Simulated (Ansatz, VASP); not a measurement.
## Two plane-wave programs on Nb

Contents of POSCAR:

```
Nb
1.0
    0.0000000000      2.1884069962      2.1884069962
    2.1884069962      0.0000000000      2.1884069962
    2.1884069962      2.1884069962      0.0000000000
Nb
1
Direct
    0.0000000000      0.0000000000      0.0000000000
```

The input INCAR.step1:

```
SYSTEM = Nb
  PREC = Accurate
  ENCUT = 520
  ISMEAR = -1
  SIGMA = 0.1
  LREAL = .FALSE.
  LASPH = .TRUE.
  NELM = 60
  NBANDS = 12
  GGA = PE
  ALGO = Normal
  EDIFF = 1E-4
  LWAVE = .TRUE.
  LCHARG = .FALSE.
```

INCAR.step2

```
SYSTEM = Nb
  PREC = Accurate
  ENCUT = 520
  EDIFF = 1E-7
  ISMEAR = -1
  SIGMA = 0.1
  LREAL = .FALSE.
  LASPH = .TRUE.
  NELM = 60
  ALGO = Normal
  ISIF = 2
  LWAVE = .FALSE.
  LCHARG = .TRUE.
  METAGGA = R2SCAN
  LMIXTAU = .TRUE.
  LELF = .TRUE.
  LVHAR = .TRUE.
  NBANDS = 12
  ISTART = 1
```

The input KPOINTS:

```
regular mesh
0
G
  14 14 14
  0 0 0
```

Input for Ansatz:

```yaml
crystal:
  lattice:
    - [0.0, 2.1884069962, 2.1884069962]
    - [2.1884069962, 0.0, 2.1884069962]
    - [2.1884069962, 2.1884069962, 0.0]
  atoms:
    - { symbol: Nb, position: [0.0, 0.0, 0.0] }
hamiltonian:
  xc: r2scan
  pseudopotentials:
    kind: paw
    azcp:
      Nb: "pseudopotentials/Nb.paw.azcp"
basis:
  ecutwfc: 500
  fft_grid_basis: typed
kpoints:
  mp_grid: { grid: [14, 14, 14], shift: [0, 0, 0] }
magnetization:
  spin_polarized: false
scf:
  occupations: { method: fermi_dirac, width: 0.1 }
  lower_state_search: "off"
output:
  stress: true
```

Alike in both runs: task single point; functional r2SCAN; k mesh 14 × 14 × 14; occupations fermi-dirac, width 0.1 eV; no spin polarisation.

|  | VASP | Ansatz |
| --- | --- | --- |
| version | VASP 6.6.1 | Ansatz 0.2.0 |
| potentials or method | VASP PAW PBE potentials, release 64 (Nb_sv), cutoff 520 eV | plane waves (500 eV) with PAW, scalar-relativistic |
| valence electrons in the cell | 13 | 13 |

|  | VASP | Ansatz | Ansatz less VASP |
| --- | --- | --- | --- |
| pressure (GPa) | -15.8 | -15.6 | +0.17 |

VASP's potentials were made for PBE, not for r2SCAN. With one functional, cell and mesh, what is left measures potentials, basis and numerics.
